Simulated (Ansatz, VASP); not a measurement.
**Two plane-wave programs on As**

Contents of POSCAR:

```
As
1.0
    1.7950784285      1.0363890139      5.0542643309
   -1.7950784285      1.0363890139      5.0542643309
    0.0000000000     -2.0727780278      5.0542643309
As
2
Direct
    0.7883402482      0.7883402482      0.7883402482
    0.2116597518      0.2116597518      0.2116597518
```

The input INCAR.step1:

```
SYSTEM = As
  PREC = Accurate
  ENCUT = 520
  ISMEAR = -1
  SIGMA = 0.03
  LREAL = .False.
  LASPH = .True.
  NELM = 60
  NBANDS = 12
  GGA = PE
  ALGO = Normal
  EDIFF = 1E-4
  LWAVE = .True.
  LCHARG = .False.
```

File INCAR.step2:

```
SYSTEM = As
  PREC = Accurate
  ENCUT = 520
  EDIFF = 1E-7
  ISMEAR = -1
  SIGMA = 0.03
  LREAL = .False.
  LASPH = .True.
  NELM = 60
  ALGO = Normal
  ISIF = 2
  LWAVE = .False.
  LCHARG = .False.
  METAGGA = R2SCAN
  LMIXTAU = .True.
  NBANDS = 12
  ISTART = 1
```

Contents of KPOINTS:

```
regular mesh
0
Gamma
  10 10 10
  0 0 0
```

Input for Ansatz:

```yaml
crystal:
  lattice:
    - [1.7950784285, 1.0363890139, 5.0542643309]
    - [-1.7950784285, 1.0363890139, 5.0542643309]
    - [0.0, -2.0727780278, 5.0542643309]
  atoms:
    - { symbol: As, position: [0.7883402482, 0.7883402482, 0.7883402482] }
    - { symbol: As, position: [0.2116597518, 0.2116597518, 0.2116597518] }
hamiltonian:
  xc: r2scan
  pseudopotentials:
    kind: paw
    azcp:
      As: "pseudopotentials/As.paw.azcp"
basis:
  ecutwfc: 500
  fft_grid_basis: typed
kpoints:
  mp_grid: { grid: [10, 10, 10], shift: [0, 0, 0] }
magnetization:
  spin_polarized: false
scf:
  occupations: { method: fermi_dirac, width: 0.03 }
  lower_state_search: "off"
output:
  stress: true
```

Alike in both runs: task single point; functional r2SCAN; k mesh 10 × 10 × 10; occupations fermi-dirac, width 0.03 eV; no spin polarisation.

|  | VASP | Ansatz |
| --- | --- | --- |
| version | VASP 6.6.1 | Ansatz 0.2.0 |
| potentials or method | VASP PAW PBE potentials, release 64 (As), cutoff 520 eV | plane waves (500 eV) with PAW, scalar-relativistic |
| valence electrons in the cell | 10 | 30 |

|  | VASP | Ansatz | Ansatz less VASP |
| --- | --- | --- | --- |
| pressure (GPa) | 0.1 | 0.0 | -0.13 |
| traceless stress, the component that is largest in VASP (GPa) | 0.14 | 0.04 | -0.096 |

VASP's potentials were made for PBE, not for r2SCAN. VASP's potentials hold 10 valence electrons a cell and Ansatz's 30, so a difference there can come from the potentials and not from the codes.
